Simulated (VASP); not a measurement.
# W in VASP: further runs

W is run at these levels: PBE; tasks: single point.

Program: VASP 6.6.1. These are calculated values, not measurements. Logs are shortened: lines on timing, memory, paths and dates and some standing lists are left out, and cuts for length are marked.

**1. The cell of the first run**

Symmetry: I4/mmm, No. 139, tetragonal system. Conventional cell: a = 2.893 Å, b = 2.893 Å, c = 3.999 Å, α = 90.00°, β = 90.00°, γ = 90.00°. Within 3.8 Å of W (site symmetry 4/mmm) lie 12 W at 2.86 to 2.89 Å.

**2. Single point, PBE (z stretched by -1.5 % at fixed volume)**

INCAR

```
SYSTEM = W
PREC = Accurate
ENCUT = 520
EDIFF = 1E-7
ISMEAR = -1
SIGMA = 0.05
LREAL = .False.
LASPH = .True.
NELM = 80
ALGO = Normal
ISIF = 2
LWAVE = .False.
LCHARG = .True.
GGA = PE
LELF = .True.
LVHAR = .True.
NBANDS = 13
```

KPOINTS

```
regular mesh
0
Gamma
  14 14 14
  0 0 0
```

POSCAR

```
W
1.0
    0.0000000000      2.0453984507      1.9995500000
    2.0453984507      0.0000000000      1.9995500000
    2.0453984507      2.0453984507      0.0000000000
W
1
Direct
    0.0000000000      0.0000000000      0.0000000000
```

Potentials or basis: VASP PAW PBE potentials, release 64 (W_sv).

Command:

```bash
cat potpaw_PBE.64/W_sv/POTCAR > POTCAR
mpirun -np 1 vasp_std > vasp.out
```

OUTCAR:

```text
SYSTEM = W
   PREC = Accurate
   ENCUT = 520
   EDIFF = 1E-7
   ISMEAR = -1
   LREAL = .False.
   LASPH = .True.
   NELM = 80
   ISIF = 2
   GGA = PE

 ion  position               nearest neighbor table
   1  0.000  0.000  0.000-

  LATTYP: Found a body centered tetragonal cell.
 ALAT       =     2.8926302294
 C/A-ratio  =     1.3825133815

  Lattice vectors:

 A1 = (   0.0000000000,  -2.0453984507,  -1.9995500000)
 A2 = (   0.0000000000,   2.0453984507,  -1.9995500000)
 A3 = (   2.0453984507,   0.0000000000,   1.9995500000)

Analysis of symmetry for initial positions (statically):
=====================================================================
 Subroutine PRICEL returns:
 Original cell was already a primitive cell.

 Routine SETGRP: Setting up the symmetry group for a
 body centered tetragonal supercell.

 Subroutine GETGRP returns: Found 16 space group operations
 (whereof 16 operations were pure point group operations)
 out of a pool of 16 trial point group operations.

The static configuration has the point symmetry D_4h.

Analysis of symmetry for dynamics (positions and initial velocities):
=====================================================================
 Subroutine PRICEL returns:
 Original cell was already a primitive cell.

 Routine SETGRP: Setting up the symmetry group for a
 body centered tetragonal supercell.

 Subroutine GETGRP returns: Found 16 space group operations
 (whereof 16 operations were pure point group operations)
 out of a pool of 16 trial point group operations.

The dynamic configuration has the point symmetry D_4h.

 Subroutine INISYM returns: Found 16 space group operations
 (whereof 16 operations are pure point group operations),
 and found     1 'primitive' translations

----------------------------------------------------------------------------------------

                                     Primitive cell

  volume of cell :      16.7309

  direct lattice vectors                    reciprocal lattice vectors
     0.000000000  2.045398451  1.999550000    -0.244451148  0.244451148  0.250056263
     2.045398451  0.000000000  1.999550000     0.244451148 -0.244451148  0.250056263
     2.045398451  2.045398451  0.000000000     0.244451148  0.244451148 -0.250056263

  length of vectors
[... 79 lines left out ...]
   NELM   =     80;   NELMIN=  2; NELMDL= -5     # of ELM steps
   EDIFF  = 0.1E-06   stopping-criterion for ELM
   LREAL  =      F    real-space projection
   EDIFFG = 0.1E-05   stopping-criterion for IOM
   NSW    =      0    number of steps for IOM
   IBRION =     -1    ionic relax: 0-MD 1-quasi-New 2-CG
   NFREE  =      0    steps in history (QN), initial steepest desc. (CG)
   ISIF   =      2    stress and relaxation
   ISYM   =      2    0-nonsym 1-usesym 2-fastsym
   POTIM  = 0.5000    time-step for ionic-motion
   TEBEG  =    0.0;   TEEND  =   0.0 temperature during run
   PSTRESS=    0.0 pullay stress
   NELECT =      14.0000    total number of electrons
   NUPDOWN=      -1.0000    fix difference up-down
   EMIN   =  10.00;   EMAX   =-10.00  energy-range for DOS
   EFERMI =   0.00;   METHOD = LEGACY
   ISMEAR =    -1;   SIGMA  =   0.05  broadening in eV -4-tet -1-fermi 0-gaus
   EFERMI_NEDOS =   21; number of points for ismear=-14 and -15
   IALGO  =     38    algorithm
   IMIX   =      4    mixing-type and parameters
     AMIX     =   0.40;   BMIX     =  1.00
     AMIX_MAG =   1.60;   BMIX_MAG =  1.00
  volume/ion in A,a.u.               =      16.73       112.91
  Fermi-wavevector in a.u.,A,eV,Ry     =   1.542688  2.915258 32.380324  2.379887
  Thomas-Fermi vector in A             =   2.648457
   LORBIT       =      0    0 simple, 1 ext, 2 COOP (PROOUT), +10 PAW based schemes
   GGA     = PE    functional components
   LHFCALC =     F    Hartree Fock is set to
   AEXX    =    0.0000 exact exchange contribution
   IVDW    =     0    specifies the selected vdW correction
   LEPSILON=     F    determine dielectric tensor
   LRPA    =     F    only Hartree local field effects (RPA)
 non-spin polarized calculation
  energy-cutoff  :      520.00
  volume of cell :       16.73
 maximum number of plane-waves:       471
 NGX is ok and might be reduce to    24
   NGX = 11   NGY = 11   NGZ = 11

 number of electron      14.0000002 magnetization

 Free energy of the ion-electron system (eV)
  ---------------------------------------------------
  ext. energy  EPLUGINS =         0.00000000
  ---------------------------------------------------
  free energy    TOTEN  =       -12.48002953 eV

  energy without entropy =      -12.46945410  energy(sigma->0) =      -12.47474181

 E-fermi :  10.2326     XC(G=0): -13.3282

 val. band max:       10.2309032928   @ k =  -0.2857   0.1429   0.0714
 cond. band min:      10.2499660492   @ k =   0.1429   0.0000   0.0714
 fundamental gap:      0.0190627563
 Fermi energy:        10.2325615605

 k-point     1 :       0.0000    0.0000    0.0000
  band No.  band energies     occupation
      1     -63.4861      2.00000
      2     -27.1472      2.00000
      3     -27.1472      2.00000
      4     -27.1260      2.00000
      5       1.3354      2.00000
      6       9.6001      1.99999
      7       9.6001      1.99999
      8       9.8873      1.99800
      9      12.5125      0.00000
     10      12.9395      0.00000
     11      22.9961      0.00000
     12      27.8674      0.00000
     13      27.8674      0.00000
[... 354 lines left out ...]
  band No.  band energies     occupation
      1     -63.4265      2.00000
      2     -27.6896      2.00000
      3     -27.3068      2.00000
      4     -27.2750      2.00000
      5       4.0636      2.00000
      6       8.0286      2.00000
      7      10.0363      1.96128
      8      10.6825      0.00025
      9      12.1538      0.00000
     10      13.6784      0.00000
     11      24.6219      0.00000
     12      27.6868      0.00000
     13      29.7080      0.00000

 [... further k-points ...]
[... 5 lines left out ...]
  --------------------------------------------------------------------------------------
  -------------------------------------------------------------------------------------
  Total       -0.1816655     -0.1816655     -0.9736179      0.0000000      0.0000000      0.0000000
  in kB      -17.3966211    -17.3966211    -93.2354377      0.0000000      0.0000000      0.0000000
  external PRESSURE =     -42.6762266 kB  Pullay stress =       0.0000000 kB

 VOLUME and BASIS-vectors are now :
 -----------------------------------------------------------------------------
  energy-cutoff  :      520.00
  volume of cell :       16.73
      direct lattice vectors                 reciprocal lattice vectors
     0.000000000  2.045398451  1.999550000    -0.244451148  0.244451148  0.250056263
     2.045398451  0.000000000  1.999550000     0.244451148 -0.244451148  0.250056263
     2.045398451  2.045398451  0.000000000     0.244451148  0.244451148 -0.250056263

 POSITION                                       TOTAL-FORCE (eV/Angst)
 -----------------------------------------------------------------------------------
      0.00000      0.00000      0.00000        -0.000000      0.000000      0.000000
 -----------------------------------------------------------------------------------
    total drift:                                0.000000     -0.000000     -0.000000

  FREE ENERGIE OF THE ION-ELECTRON SYSTEM (eV)
  ---------------------------------------------------
  free  energy   TOTEN  =       -12.4800295251 eV

  energy  without entropy=      -12.4694541025  energy(sigma->0) =      -12.47474181
```

OSZICAR:

```text
N       E                     dE             d eps       ncg     rms          rms(c)
DAV:   1     0.860604010672E+02    0.86060E+02   -0.74788E+03  6368   0.121E+03
DAV:   2    -0.113527352911E+02   -0.97413E+02   -0.93818E+02  7024   0.316E+02
DAV:   3    -0.131139070208E+02   -0.17612E+01   -0.17465E+01  7064   0.407E+01
DAV:   4    -0.131219920808E+02   -0.80851E-02   -0.80844E-02  7104   0.305E+00
DAV:   5    -0.131220639769E+02   -0.71896E-04   -0.71894E-04  7144   0.272E-01    0.183E+01
DAV:   6    -0.126092251576E+02    0.51284E+00   -0.44809E-01  6779   0.880E+00    0.698E+00
DAV:   7    -0.124842500392E+02    0.12498E+00   -0.21343E-01  7119   0.571E+00    0.613E-01
DAV:   8    -0.124801423366E+02    0.41077E-02   -0.41622E-03  6414   0.836E-01    0.922E-02
DAV:   9    -0.124800293074E+02    0.11303E-03   -0.14531E-04  7427   0.139E-01    0.353E-02
DAV:  10    -0.124800290702E+02    0.23712E-06   -0.12848E-05  6749   0.458E-02    0.222E-03
DAV:  11    -0.124800296727E+02   -0.60250E-06   -0.23745E-07  6618   0.602E-03    0.505E-04
DAV:  12    -0.124800295067E+02    0.16603E-06   -0.62132E-09  3852   0.106E-03    0.144E-04
DAV:  13    -0.124800295251E+02   -0.18446E-07   -0.81298E-10  3377   0.388E-04
   1 F= -.12480030E+02 E0= -.12474742E+02  d E =-.105754E-01
```

stdout:

```text
POSCAR found type information on POSCAR W
 POSCAR found :  1 types and       1 ions
 scaLAPACK will be used
 LDA part: xc-table for (Slater+PW92), standard interpolation
 POSCAR, INCAR and KPOINTS ok, starting setup
 FFT: planning ... GRIDC
 FFT: planning ... GRID_SOFT
 FFT: planning ... GRID
 WAVECAR not read
 entering main loop
```

It took 69 s on 1 thread of AMD EPYC 7R43 (Zen 3), shared host; peak memory 0.14 GiB.

Results:

| Item | Value |
| --- | --- |
| Free energy | -12.4800 eV |
| Pressure | -4.3 GPa |
| Band gap on the k mesh | zero (band 7 reaches 13.47 eV, above the bottom of band 8 at 9.74 eV) |

Caveat: spin-orbit coupling is left out, which moves the levels of the heavy elements.

**3. Single point, PBE (xy shear strain of -1.5 %)**

INCAR

```
PREC = Accurate
ENCUT = 520
EDIFF = 1E-6
ISMEAR = -1
SIGMA = 0.05
LREAL = False
LASPH = True
NELM = 100
ALGO = Normal
ISIF = 2
LWAVE = False
LCHARG = True
GGA = PE
LELF = True
LVHAR = True
NBANDS = 13
```

KPOINTS

```
Automatic mesh
0
Gamma
  14 14 14
```

POSCAR

```
W
1.0
   -0.0152250000      2.0300000000      2.0300000000
    2.0300000000     -0.0152250000      2.0300000000
    2.0147750000      2.0147750000      0.0000000000
W
1
Direct
    0.0000000000      0.0000000000      0.0000000000
```

Potentials or basis: VASP PAW PBE potentials, release 64 (W_sv).

Command:

```bash
cat potpaw_PBE.64/W_sv/POTCAR > POTCAR
mpirun -np 1 vasp_std > vasp.out
```

OUTCAR:

```text
PREC = Accurate
   ENCUT = 520
   EDIFF = 1E-6
   ISMEAR = -1
   LREAL = False
   LASPH = True
   NELM = 100
   ISIF = 2
   GGA = PE

 ion  position               nearest neighbor table
   1  0.000  0.000  0.000-

  LATTYP: Found a body centered orthorhombic cell.
 ALAT       =     2.8493221301
 B/A-ratio  =     1.0151133501
 C/A-ratio  =     1.4249003147

[... 554 lines left out ...]
  band No.  band energies     occupation
      1     -63.4285      2.00000
      2     -27.6919      2.00000
      3     -27.2857      2.00000
      4     -27.2653      2.00000
      5       4.0048      2.00000
      6       7.9816      2.00000
      7       9.8386      1.99900
      8      10.9295      0.00000
      9      12.1151      0.00000
     10      13.7878      0.00000
     11      24.6621      0.00000
     12      27.5193      0.00000
     13      29.9531      0.00000

 [... further k-points ...]
[... 5 lines left out ...]
  --------------------------------------------------------------------------------------
  -------------------------------------------------------------------------------------
  Total       -0.4519686     -0.4519686     -0.4136313     -0.2583572      0.0000000      0.0000000
  in kB      -43.2837810    -43.2837810    -39.6123257    -24.7421532      0.0000000      0.0000000
  external PRESSURE =     -42.0599625 kB  Pullay stress =       0.0000000 kB

 VOLUME and BASIS-vectors are now :
 -----------------------------------------------------------------------------
  energy-cutoff  :      520.00
  volume of cell :       16.73
      direct lattice vectors                 reciprocal lattice vectors
    -0.015225000  2.030000000  2.030000000    -0.244471880  0.244471880  0.246305419
     2.030000000 -0.015225000  2.030000000     0.244471880 -0.244471880  0.246305419
     2.014775000  2.014775000  0.000000000     0.248166669  0.248166669 -0.246305419

 POSITION                                       TOTAL-FORCE (eV/Angst)
 -----------------------------------------------------------------------------------
      0.00000      0.00000      0.00000         0.000000      0.000000      0.000000
 -----------------------------------------------------------------------------------
    total drift:                               -0.000000     -0.000000     -0.000000

  FREE ENERGIE OF THE ION-ELECTRON SYSTEM (eV)
  ---------------------------------------------------
  free  energy   TOTEN  =       -12.4761131639 eV

  energy  without entropy=      -12.4660047345  energy(sigma->0) =      -12.47105895
```

OSZICAR:

```text
N       E                     dE             d eps       ncg     rms          rms(c)
DAV:   1     0.845487879689E+02    0.84549E+02   -0.74299E+03 11197   0.122E+03
DAV:   2    -0.114351253303E+02   -0.95984E+02   -0.92487E+02 12453   0.315E+02
DAV:   3    -0.131099569546E+02   -0.16748E+01   -0.16663E+01 12358   0.400E+01
DAV:   4    -0.131174860591E+02   -0.75291E-02   -0.75288E-02 12488   0.296E+00
DAV:   5    -0.131175557897E+02   -0.69731E-04   -0.69731E-04 12528   0.269E-01    0.183E+01
DAV:   6    -0.126049250282E+02    0.51263E+00   -0.44828E-01 11963   0.880E+00    0.698E+00
DAV:   7    -0.124803830008E+02    0.12454E+00   -0.21166E-01 12463   0.569E+00    0.605E-01
DAV:   8    -0.124761968610E+02    0.41861E-02   -0.40640E-03 11278   0.825E-01    0.826E-02
DAV:   9    -0.124761133581E+02    0.83503E-04   -0.12806E-04 13077   0.131E-01    0.372E-02
DAV:  10    -0.124761126618E+02    0.69628E-06   -0.11466E-05 11858   0.434E-02    0.222E-03
DAV:  11    -0.124761131639E+02   -0.50209E-06   -0.18544E-07  7744   0.512E-03
   1 F= -.12476113E+02 E0= -.12471059E+02  d E =-.101084E-01
```

Wall time 2 min (1 thread of AMD EPYC 7R43 (Zen 3), shared host); peak memory 0.18 GiB.

Results:

```yaml
Free_energy: -12.4761 eV
Pressure: -4.2 GPa
Band_gap_on_the_k_mesh: zero (band 7 reaches 13.17 eV, above the bottom of band 8 at 9.69 eV)
```

Levels at points of the mesh, in eV from the Fermi level:
| k point | band 3 | band 4 | band 5 | band 6 | band 7 | band 8 | band 9 | band 10 | band 11 | band 12 |
| --- | --- | --- | --- | --- | --- | --- | --- | --- | --- | --- |
| (0.00, 0.00, 0.00) | -37.36 | -37.34 | -8.88 | -0.66 | -0.53 | -0.39 | 2.52 | 2.52 | 12.77 | 17.70 |
| (0.50, 0.00, 0.00) | -37.50 | -37.48 | -5.50 | -0.81 | -0.61 | 0.51 | 4.81 | 4.97 | 9.92 | 12.45 |
| (0.50, 0.50, 0.00) | -37.78 | -37.72 | -5.34 | -4.39 | 2.95 | 4.88 | 5.62 | 5.63 | 11.35 | 11.83 |
| (0.00, 0.00, 0.50) | -37.52 | -37.51 | -5.48 | -0.87 | -0.67 | 0.66 | 4.87 | 5.02 | 10.11 | 12.34 |
| (0.50, 0.00, 0.50) | -37.75 | -37.75 | -5.34 | -4.39 | 2.95 | 4.87 | 5.62 | 5.64 | 11.58 | 11.59 |

Caveat: the cell differs from its parent crystal (xy shear strain of -1.5 %); spin-orbit coupling is left out, which moves the levels of the heavy elements.

[end of part 1 of 2]
